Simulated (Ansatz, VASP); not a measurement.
ZnSe: VASP beside Ansatz

```
Zn Se
1.0
    15.70000    0.00000    0.00000
     0.00000   16.00000    0.00000
     0.00000    0.00000   16.30000
Zn Se
7 7
Direct
  0.38981 0.39346 0.39703
  0.39345 0.42748 0.56864
  0.67757 0.51447 0.54287
  0.56852 0.39686 0.42728
  0.54490 0.67296 0.51719
  0.42446 0.56810 0.39899
  0.51569 0.54241 0.67312
  0.49470 0.46351 0.31113
  0.40626 0.46355 0.71087
  0.46345 0.30916 0.49936
  0.46345 0.71224 0.41284
  0.30330 0.49818 0.46644
  0.71649 0.41071 0.46071
  0.63080 0.62584 0.62737
```

Alike in both runs: functional PBE; k mesh 1 × 1 × 1; occupations gaussian, width 0.05 eV; collinear spin.

Ansatz relaxed the structure, and its values are those at the end. VASP's run is a single point on that final structure, the one shown.

```csv
,VASP,Ansatz
version,VASP 6.6.1,Ansatz 0.2.0
potentials or method,"VASP PAW PBE potentials, release 64 (Zn, Se), cutoff 520 eV","scalar-relativistic, plane waves, PAW"
valence electrons in the cell,126,196
```

|  | VASP | Ansatz | Ansatz less VASP |
| --- | --- | --- | --- |
| gap on the k mesh at the Fermi level (eV) | 2.22 | 2.23 | +0.010 |
| rms of the force components (eV/Å) | 0.023 | 0.012 | -0.0117 |
| net moment per atom (μB) | 0.00 | 0.00 | 0.000 |

VASP's potentials hold 126 valence electrons a cell and Ansatz's 196, so a difference there can come from the potentials and not from the codes. Ansatz's warnings: seeded moment not kept, xc potential rough in thin density.
